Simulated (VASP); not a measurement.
# MgC (P4/mmm) in VASP: single point with PBE

Aim: the single point of MgC with PBE.

All numbers are computed with VASP 6.6.1; they aren't measurements. Logs are shortened: lines on timing, memory, paths and dates and some standing lists are left out, and cuts for length are marked.

### 1 The cell of the first run

The structure is tetragonal, space group P4/mmm (No. 123). The conventional cell has a = 2.795 Å, b = 2.795 Å, c = 2.816 Å, α = 90.00°, β = 90.00°, γ = 90.00°. Within 3.2 Å of Mg (site symmetry 4/mmm) lie 8 C at 2.43 Å and 6 Mg at 2.79 to 2.82 Å. Within 3.2 Å of C (site symmetry 4/mmm) lie 8 Mg at 2.43 Å and 6 C at 2.79 to 2.82 Å.

### 2 Single point, PBE

POSCAR reads:

```
MgC
1.0
    2.7949511456      0.0000000000      0.0000000000
    0.0000000000      2.7949511456      0.0000000000
    0.0000000000      0.0000000000      2.8155285789
Mg C
1 1
Direct
    0.0000000000      0.0000000000      0.5000000000
    0.5000000000      0.5000000000      0.0000000000
```

INCAR.step1 reads:

```
PREC = Accurate
ENCUT = 520
EDIFF = 1E-6
ISMEAR = 0
SIGMA = 0.1
LREAL = F
LASPH = T
NELM = 100
ALGO = Normal
ISIF = 2
LWAVE = F
LCHARG = T
GGA = PE
NBANDS = 10
```

KPOINTS.step1 reads:

```
regular mesh
0
Gamma
  20 20 18
```

INCAR.step2 reads:

```
PREC = Accurate
ENCUT = 520
EDIFF = 1E-6
ISMEAR = -5
SIGMA = 0.1
LREAL = F
LASPH = T
NELM = 100
ALGO = Normal
ISIF = 2
LWAVE = F
LCHARG = F
GGA = PE
LORBIT = 11
NEDOS = 2001
ICHARG = 11
```

KPOINTS.step2 reads:

```
regular mesh
0
Gamma
  30 30 27
```

Potentials or basis: VASP PAW PBE potentials, release 64 (Mg, C).

The run is started by

```bash
$ cat potpaw_PBE.64/Mg/POTCAR potpaw_PBE.64/C/POTCAR > POTCAR
$ cp INCAR.step1 INCAR
$ cp KPOINTS.step1 KPOINTS
$ mpirun -np 1 vasp_std > vasp.out
$ cp INCAR.step2 INCAR
$ cp KPOINTS.step2 KPOINTS
$ mpirun -np 1 vasp_std > vasp.out
```

OUTCAR:

```text
PREC = Accurate
   ENCUT = 520
   EDIFF = 1E-6
   ISMEAR = -5
   LREAL = F
   LASPH = T
   NELM = 100
   ISIF = 2
   GGA = PE
   LORBIT = 11
   ICHARG = 11

 ion  position               nearest neighbor table
   1  0.000  0.000  0.500-   2 2.43   2 2.43   2 2.43   2 2.43   2 2.43   2 2.43   2 2.43   2 2.43

   2  0.500  0.500  0.000-   1 2.43   1 2.43   1 2.43   1 2.43   1 2.43   1 2.43   1 2.43   1 2.43

  LATTYP: Found a simple tetragonal cell.
 ALAT       =     2.7949511456
 C/A-ratio  =     1.0073623588

  Lattice vectors:

 A1 = (   2.7949511456,   0.0000000000,   0.0000000000)
 A2 = (   0.0000000000,   2.7949511456,   0.0000000000)
 A3 = (   0.0000000000,   0.0000000000,   2.8155285789)

Analysis of symmetry for initial positions (statically):
=====================================================================
 Subroutine PRICEL returns:
 Original cell was already a primitive cell.

 Routine SETGRP: Setting up the symmetry group for a
 simple tetragonal supercell.

 Subroutine GETGRP returns: Found 16 space group operations
 (whereof 16 operations were pure point group operations)
 out of a pool of 16 trial point group operations.

The static configuration has the point symmetry D_4h.

Analysis of symmetry for dynamics (positions and initial velocities):
=====================================================================
 Subroutine PRICEL returns:
 Original cell was already a primitive cell.

 Routine SETGRP: Setting up the symmetry group for a
 simple tetragonal supercell.

 Subroutine GETGRP returns: Found 16 space group operations
 (whereof 16 operations were pure point group operations)
 out of a pool of 16 trial point group operations.

The dynamic configuration has the point symmetry D_4h.

 Subroutine INISYM returns: Found 16 space group operations
 (whereof 16 operations are pure point group operations),
 and found     1 'primitive' translations

----------------------------------------------------------------------------------------

                                     Primitive cell

  volume of cell :      21.9942

  direct lattice vectors                    reciprocal lattice vectors
     2.794951146  0.000000000  0.000000000     0.357788007  0.000000000  0.000000000
     0.000000000  2.794951146  0.000000000     0.000000000  0.357788007  0.000000000
     0.000000000  0.000000000  2.815528579     0.000000000  0.000000000  0.355173095

  length of vectors
     2.794951146  2.794951146  2.815528579     0.357788007  0.357788007  0.355173095

  position of ions in fractional coordinates (direct lattice)
     0.000000000  0.000000000  0.500000000
     0.500000000  0.500000000  0.000000000

  ion indices of the primitive-cell ions
   primitive index   ion index
                 1           1
                 2           2

----------------------------------------------------------------------------------------

 KPOINTS: regular mesh

Automatic generation of k-mesh.
 Grid dimensions read from file:
 generate k-points for:   30   30   27

 Generating k-lattice:

  Cartesian coordinates                     Fractional coordinates (reciprocal lattice)
     0.011926267  0.000000000  0.000000000     0.033333333  0.000000000  0.000000000
     0.000000000  0.011926267  0.000000000     0.000000000  0.033333333  0.000000000
     0.000000000  0.000000000  0.013154559     0.000000000  0.000000000  0.037037037

  Length of vectors
     0.011926267  0.011926267  0.013154559

  Shift w.r.t. Gamma in fractional coordinates (k-lattice)
     0.000000000  0.000000000  0.000000000

 TETIRR: Found  36465 inequivalent tetrahedra from   145800

 Subroutine IBZKPT returns following result:
 ===========================================

 Found   1904 irreducible k-points:

 Following reciprocal coordinates:
            Coordinates               Weight
  0.000000  0.000000  0.000000      1.000000
  0.033333  0.000000  0.000000      4.000000
  0.066667  0.000000  0.000000      4.000000
  0.100000  0.000000  0.000000      4.000000
  0.133333  0.000000  0.000000      4.000000
  0.166667  0.000000  0.000000      4.000000
[... 16 lines left out ...]
  0.233333  0.033333  0.000000      8.000000
  0.266667  0.033333  0.000000      8.000000
 [... further k-points ...]
   k-points           NKPTS =   1904   k-points in BZ     NKDIM =   1904   number of bands    NBANDS=      7
   number of dos      NEDOS =   2001   number of ions     NIONS =      2
   total plane-waves  NPLWV =  13824
   dimension x,y,z NGX =    24 NGY =   24 NGZ =   24
   dimension x,y,z NGXF=    48 NGYF=   48 NGZF=   48
   ions per type =               1   1
   NGX,Y,Z   is equivalent  to a cutoff of  14.28, 14.28, 14.17 a.u.
   NGXF,Y,Z  is equivalent  to a cutoff of  28.55, 28.55, 28.34 a.u.
 SYSTEM =  unknown system
   PREC   = accura    normal or accurate (medium, high low for compatibility)
   ISTART =      0    job   : 0-new  1-cont  2-samecut
   ICHARG =     11    charge: 1-file 2-atom 10-const
   ISPIN  =      1    spin polarized calculation?
   LNONCOLLINEAR =      F non collinear calculations
   LSORBIT =      F    spin-orbit coupling
   LASPH  =      T    aspherical Exc in radial PAW
   ENCUT  =  520.0 eV  38.22 Ry    6.18 a.u.   5.20  5.20  5.24*2*pi/ulx,y,z
   NELM   =    100;   NELMIN=  2; NELMDL=  0     # of ELM steps
   EDIFF  = 0.1E-05   stopping-criterion for ELM
   LREAL  =      F    real-space projection
   EDIFFG = 0.1E-04   stopping-criterion for IOM
   NSW    =      0    number of steps for IOM
   IBRION =     -1    ionic relax: 0-MD 1-quasi-New 2-CG
   NFREE  =      0    steps in history (QN), initial steepest desc. (CG)
   ISIF   =      2    stress and relaxation
   ISYM   =      2    0-nonsym 1-usesym 2-fastsym
   POTIM  = 0.5000    time-step for ionic-motion
   TEBEG  =    0.0;   TEEND  =   0.0 temperature during run
   PSTRESS=    0.0 pullay stress
   NELECT =       6.0000    total number of electrons
   NUPDOWN=      -1.0000    fix difference up-down
   EMIN   =  10.00;   EMAX   =-10.00  energy-range for DOS
   EFERMI =   0.00;   METHOD = LEGACY
   ISMEAR =    -5;   SIGMA  =   0.10  broadening in eV -4-tet -1-fermi 0-gaus
   EFERMI_NEDOS =   21; number of points for ismear=-14 and -15
   IALGO  =     38    algorithm
   IMIX   =      4    mixing-type and parameters
     AMIX     =   0.40;   BMIX     =  1.00
     AMIX_MAG =   1.60;   BMIX_MAG =  1.00
  volume/ion in A,a.u.               =      11.00        74.21
  Fermi-wavevector in a.u.,A,eV,Ry     =   1.061750  2.006417 15.338038  1.127314
  Thomas-Fermi vector in A             =   2.197177
   LORBIT       =     11    0 simple, 1 ext, 2 COOP (PROOUT), +10 PAW based schemes
   GGA     = PE    functional components
   LHFCALC =     F    Hartree Fock is set to
   AEXX    =    0.0000 exact exchange contribution
   IVDW    =     0    specifies the selected vdW correction
   LEPSILON=     F    determine dielectric tensor
   LRPA    =     F    only Hartree local field effects (RPA)
 non-spin polarized calculation
 Fermi weights with tetrahedron method with Bloechl corrections
  energy-cutoff  :      520.00
  volume of cell :       21.99
 maximum number of plane-waves:       624
 NGX is ok and might be reduce to    24

 number of electron       6.0000000 magnetization

 Free energy of the ion-electron system (eV)
  ---------------------------------------------------
  ext. energy  EPLUGINS =         0.00000000
  ---------------------------------------------------
  free energy    TOTEN  =        -8.28573038 eV

  energy without entropy =       -8.28573038  energy(sigma->0) =       -8.28573038

 E-fermi :   5.0675     XC(G=0): -10.7910

 val. band max:        5.1762614119   @ k =   0.1000   0.1000   0.0741
 cond. band min:       4.9871878031   @ k =   0.1333   0.1333   0.1852
 fundamental gap:     -0.1890736087
 Fermi energy:         5.0674787394

 k-point     1 :       0.0000    0.0000    0.0000
  band No.  band energies     occupation
      1      -7.8885      2.00000
      2       5.9362      0.00000
      3       6.0752      0.00000
      4       6.0752      0.00000
      5      11.1009      0.00000
      6      13.0036      0.00000
      7      13.1146      0.00000

 k-point     2 :       0.0333    0.0000    0.0000
  band No.  band energies     occupation
      1      -7.8717      2.00000
      2       5.9440      0.00000
      3       5.9463      0.00000
      4       6.0829      0.00000
      5      11.1504      0.00000
      6      13.0384      0.00000
      7      13.1956      0.00000

 k-point     3 :       0.0667    0.0000    0.0000
  band No.  band energies     occupation
      1      -7.8216      2.00000
      2       5.5911      0.00000
      3       5.9671      0.00000
      4       6.1057      0.00000
      5      11.2744      0.00000
      6      13.1120      0.00000
      7      13.4591      0.00000

 k-point     4 :       0.1000    0.0000    0.0000
  band No.  band energies     occupation
      1      -7.7386      2.00000
      2       5.0771      0.80461
      3       6.0050      0.00000
      4       6.1429      0.00000
      5      11.4314      0.00000
      6      13.2203      0.00000
      7      13.8730      0.00000

 k-point     5 :       0.1333    0.0000    0.0000
  band No.  band energies     occupation
      1      -7.6233      2.00000
      2       4.4679      2.15242
      3       6.0565      0.00000
      4       6.1936      0.00000
      5      11.6000      0.00000
      6      13.3682      0.00000
      7      14.3725      0.00000
[... 161 lines left out ...]
 k-point    22 :       0.2000    0.0333    0.0000
  band No.  band energies     occupation
      1      -7.2849      2.00000
      2       3.1442      2.00000
      3       6.2014      0.00000
      4       6.2118      0.00000
      5      12.0194      0.00000
      6      13.8467      0.00000
      7      15.3637      0.00000

 k-point    23 :       0.2333    0.0333    0.0000
  band No.  band energies     occupation
      1      -7.0822      2.00000
      2       2.4684      2.00000
      3       6.2821      0.00000
      4       6.2951      0.00000
      5      12.2211      0.00000
      6      14.1086      0.00000
      7      15.7264      0.00000

 k-point    24 :       0.2667    0.0333    0.0000
  band No.  band energies     occupation
      1      -6.8556      2.00000
      2       1.8089      2.00000
      3       6.3669      0.00000
      4       6.3827      0.00000
      5      12.4366      0.00000
      6      14.4085      0.00000
      7      15.9607      0.00000

 [... further k-points ...]

------------------------ aborting loop because EDIFF is reached ----------------------------------------

  FORCE on cell =-STRESS in cart. coord.  units (eV):
  Direction    XX          YY          ZZ          XY          YZ          ZX
  --------------------------------------------------------------------------------------
  -------------------------------------------------------------------------------------
  Total       -0.0125446     -0.0125446     -0.1012715      0.0000000      0.0000000     -0.0000000
  in kB       -0.9138173     -0.9138173     -7.3771630      0.0000000      0.0000000     -0.0000000
  external PRESSURE =      -3.0682659 kB  Pullay stress =       0.0000000 kB

 VOLUME and BASIS-vectors are now :
 -----------------------------------------------------------------------------
  energy-cutoff  :      520.00
  volume of cell :       21.99
      direct lattice vectors                 reciprocal lattice vectors
     2.794951146  0.000000000  0.000000000     0.357788007  0.000000000  0.000000000
     0.000000000  2.794951146  0.000000000     0.000000000  0.357788007  0.000000000
     0.000000000  0.000000000  2.815528579     0.000000000  0.000000000  0.355173095

 POSITION                                       TOTAL-FORCE (eV/Angst)
 -----------------------------------------------------------------------------------
      0.00000      0.00000      1.40776         0.000000      0.000000      0.000000
      1.39748      1.39748      0.00000         0.000000      0.000000      0.000000
 -----------------------------------------------------------------------------------
    total drift:                                0.000000     -0.000000     -0.000000

  FREE ENERGIE OF THE ION-ELECTRON SYSTEM (eV)
  ---------------------------------------------------
  free  energy   TOTEN  =        -8.2857303787 eV

  energy  without entropy=       -8.2857303787  energy(sigma->0) =       -8.28573038

 total charge

# of ion       s       p       d       tot
------------------------------------------
    1        0.167   0.170   0.055   0.392
    2        0.958   1.243   0.000   2.202
--------------------------------------------------
tot          1.125   1.413   0.055   2.593
```

Wall time 88 s (1 thread of Intel Xeon 6975P-C (Granite Rapids), shared host); peak memory 0.52 GiB.

What came out:

```
Valence electrons inside the program's atomic spheres : Mg 0.39; C 2.20
```

Caveat: tetrahedron occupations give inexact forces and stress in metals.
